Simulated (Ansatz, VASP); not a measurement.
**PbSe in VASP and in Ansatz**

```
Pb Se
1.0
     5.34100    0.00000    0.00000
     0.00000    5.34100    0.00000
     0.00000    0.00000    4.31519
Pb Se
2 2
Cartesian
  2.6705 0.0000 2.9769
  0.0000 2.6705 1.3383
  0.0000 0.0000 0.0000
  2.6705 2.6705 0.0000
```

Change from the starting cell: ordered vacancies on the anion sites of fluorite (P4/nmm, No. 129).

Alike in both runs: functional PBE; k mesh 4 × 4 × 4; occupations gaussian, width 0.1 eV; no spin polarisation.

Ansatz relaxed the structure, and its values are those at the end. VASP's run is a single point on that final structure, the one shown.

|  | VASP | Ansatz |
| --- | --- | --- |
| version | VASP 6.6.1 | Ansatz 0.2.0 |
| potentials or method | VASP PAW PBE potentials, release 64 (Pb_d, Se), cutoff 520 eV | scalar-relativistic, plane waves, PAW |
| valence electrons in the cell | 40 | 60 |

Ansatz gave:

```
gap on the k mesh at the Fermi level (eV) : 0.83
least direct gap on the mesh (eV)         : 0.92
pressure (GPa)                            : 0.0
rms of the force components (eV/Å)        : 0.005
```

Which values does VASP return?

gap on the k mesh at the Fermi level (eV): 0.83; least direct gap on the mesh (eV): 0.92; pressure (GPa): 0.0; rms of the force components (eV/Å): 0.008.

VASP's potentials hold 40 valence electrons a cell and Ansatz's 60, so a difference there can come from the potentials and not from the codes.

Neither program's run includes spin-orbit coupling.
